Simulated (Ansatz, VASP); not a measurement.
# One calculation of AlCu3, two programs

POSCAR

```
AlCu3
1.0
    0.0000000000      2.8906715107      2.8906715107
    2.8906715107      0.0000000000      2.8906715107
    2.8906715107      2.8906715107      0.0000000000
Al Cu
1 3
Direct
    0.0000000000      0.0000000000      0.0000000000
    0.5000000000      0.5000000000      0.5000000000
    0.2500000000      0.2500000000      0.2500000000
    0.7500000000      0.7500000000      0.7500000000
```

INCAR.step1

```
PREC = Accurate
ENCUT = 520
ISMEAR = 0
SIGMA = 0.1
LREAL = F
LASPH = T
NELM = 80
NBANDS = 26
GGA = PE
ALGO = Normal
EDIFF = 1E-4
LWAVE = T
LCHARG = F
```

File INCAR.step2:

```
PREC = Accurate
ENCUT = 520
EDIFF = 1E-6
ISMEAR = 0
SIGMA = 0.1
LREAL = F
LASPH = T
NELM = 80
ALGO = Normal
ISIF = 2
LWAVE = F
LCHARG = F
METAGGA = R2SCAN
LMIXTAU = T
NBANDS = 26
ISTART = 1
```

File KPOINTS:

```
regular mesh
0
Gamma
  12 12 12
```

Input for Ansatz:

```yaml
crystal:
  lattice:
    - [0.0, 2.8906715107, 2.8906715107]
    - [2.8906715107, 0.0, 2.8906715107]
    - [2.8906715107, 2.8906715107, 0.0]
  atoms:
    - { symbol: Al, position: [0.0, 0.0, 0.0] }
    - { symbol: Cu, position: [0.5, 0.5, 0.5] }
    - { symbol: Cu, position: [0.25, 0.25, 0.25] }
    - { symbol: Cu, position: [0.75, 0.75, 0.75] }
basis:
  ecutwfc: 500
kpoints:
  mp_grid: { grid: [12, 12, 12] }
  band_path:
    path:
      - [[0.0, 0.0, 0.0], [0.5, 0.0, 0.5], [0.625, 0.25, 0.625]]
      - [[0.375, 0.375, 0.75], [0.0, 0.0, 0.0], [0.5, 0.5, 0.5], [0.5, 0.25, 0.75], [0.5, 0.0, 0.5]]
    npoints: 14
hamiltonian:
  xc: r2scan
scf:
  occupations: { method: gaussian, width: 0.1 }
  n_extra_bands: 10
output:
  forces: true
  stress: true
  eigenvalues: true
  populations: true
  dos: { projected: true, de: 0.02, nscf_kmesh: { grid: [18, 18, 18] } }
  bader: true
  write_density: true
  write_potential: true
  elf: true
  volumetric_format: npy
```

Alike in both runs: task single point; functional r2SCAN; k mesh 12 × 12 × 12; occupations gaussian, width 0.1 eV; no spin polarisation.

|  | VASP | Ansatz |
| --- | --- | --- |
| version | VASP 6.6.1 | Ansatz 0.2.0 |
| potentials or method | VASP PAW PBE potentials, release 64 (Al, Cu), cutoff 520 eV | scalar-relativistic, plane waves, PAW |
| valence electrons in the cell | 36 | 60 |

```csv
,VASP,Ansatz,Ansatz less VASP
gap on the k mesh at the Fermi level (eV),none,none,-
pressure (GPa),0.3,0.0,-0.26
```

VASP's potentials were made for PBE, not for r2SCAN. A gap of «none» marks a metal or a gap that the smearing closes. VASP's potentials hold 36 valence electrons a cell and Ansatz's 60, so a difference there can come from the potentials and not from the codes.
